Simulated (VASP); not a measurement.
Set up this calculation in VASP 6.6.1, as the native input.

```yaml
Task: single point
Functional: PBE
Potentials_or_basis: VASP PAW PBE potentials, release 64 (H)
Cutoff: 520 eV
k_mesh: 6 × 6 × 4
Occupations: gaussian, width 0.02 eV
Spin: no spin polarisation
Dipole_correction: no
Further_INCAR_settings: ALGO = Normal; EDIFF = 1e-06; NBANDS = 10
```

The structure of H lies in POSCAR:

```
H
1.0
    2.6211329420     -2.4105343222      0.0000000000
    2.6211329420      2.4105343222      0.0000000000
    0.0000000000      0.0000000000      4.9162636069
H
4
Direct
    0.9439582580      0.0560417420      0.0530134865
    0.4439582580      0.5560417420      0.4469865135
    0.5560417420      0.4439582580      0.5530134865
    0.0560417420      0.9439582580      0.9469865135
```

These files were run (other wordings do the same):

INCAR

```
  PREC = Accurate
  ENCUT = 520
  EDIFF = 1E-6
  ISMEAR = 0
  SIGMA = 0.02
  LREAL = False
  LASPH = True
  NELM = 60
  ALGO = Normal
  ISIF = 2
  LWAVE = False
  LCHARG = False
  GGA = PE
  NBANDS = 10
```

KPOINTS

```
regular mesh
0
Gamma
  6 6 4
```

Potentials or basis: VASP PAW PBE potentials, release 64 (H).

The run is started by

```sh
$ cat potpaw_PBE.64/H/POTCAR > POTCAR
$ mpirun -np 1 vasp_std > vasp.out
```

It gave:

| Item | Value |
| --- | --- |
| Pressure | -0.2 GPa |
| Largest force | 0.008 eV/Å |
| Band gap on the k mesh | 9.46 eV, indirect (least direct gap 9.83 eV) |

Run time: 12 s on 1 thread of AMD EPYC 7R13 Processor (Zen 3) (shared host), peak memory 0.14 GiB.
